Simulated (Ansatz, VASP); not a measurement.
## Nb in VASP and in Ansatz

Contents of POSCAR:

```
Nb
1.0
    0.0000000000      2.1150000000      2.1150000000
    2.1150000000      0.0000000000      2.1150000000
    2.1150000000      2.1150000000      0.0000000000
Nb
1
Direct
    0.0000000000      0.0000000000      0.0000000000
```

Contents of INCAR.step1:

```
SYSTEM = Nb
PREC = Accurate ; ENCUT = 600
EDIFF = 1E-5 ; ISMEAR = -1
SIGMA = 0.05 ; LREAL = .False.
LASPH = .True. ; NELM = 100
ALGO = Normal ; LWAVE = .True.
LCHARG = .False. ; GGA = PE
NBANDS = 12
```

INCAR.step2

```
SYSTEM = Nb
PREC = Accurate ; ENCUT = 600
EDIFF = 1E-7 ; ISMEAR = -1
SIGMA = 0.05 ; LREAL = .False.
LASPH = .True. ; NELM = 100
ALGO = Normal ; ISIF = 3
LWAVE = .False. ; LCHARG = .False.
GGA = PE ; LHFCALC = .True.
AEXX = 1.0 ; ALDAC = 0.0
AGGAC = 0.0 ; PRECFOCK = Normal
IBRION = 2 ; NSW = 60
EDIFFG = -0.01 ; ISTART = 1
```

Contents of KPOINTS:

```
Automatic mesh
0
Gamma
  6 6 6
  0 0 0
```

input

```
crystal:
  lattice:
    - [0.0, 2.115, 2.115]
    - [2.115, 0.0, 2.115]
    - [2.115, 2.115, 0.0]
  atoms:
    - { symbol: Nb, position: [0.0, 0.0, 0.0] }
hamiltonian:
  xc: hf
  pseudopotentials: { kind: paw }
kpoints:
  mp_grid: { grid: [6, 6, 6] }
scf:
  occupations: { method: fermi_dirac, width: 0.05 }
output:
  forces: true
  stress: true
  eigenvalues: true
relax:
  f_tol: 0.01
  max_steps: 40
  cell: { stress_tol: 0.05 }
```

Alike in both runs: task relaxation of cell and atoms; functional HF; k mesh 6 × 6 × 6; occupations fermi-dirac, width 0.05 eV; no spin polarisation.

|  | VASP | Ansatz |
| --- | --- | --- |
| version | VASP 6.6.1 | Ansatz 0.2.0 |
| potentials or method | VASP PAW PBE potentials, release 64 (Nb_sv) | Ansatz PAW |
| plane-wave cutoff (eV) | 600 | 420 |
| valence electrons in the cell | 13 | 13 |

```tsv
	VASP	Ansatz	Ansatz less VASP
gap on the k mesh at the Fermi level, each at its own relaxed structure (eV)	none	none	-
relaxed volume (Å³/atom)	19.35	19.73	+0.387
relaxed length of the cell vector where the two differ most in proportion (Å)	3.013	3.033	+0.0200
```

VASP's potentials were made for PBE, not for HF. A gap of «none» marks a metal or a gap that the smearing closes.

The k mesh is coarse, so the values compare programs but aren't converged. Noted on Ansatz's run: the plane-wave basis is chosen anew once the cell has moved, so the energies of steps on either side of that aren't comparable.
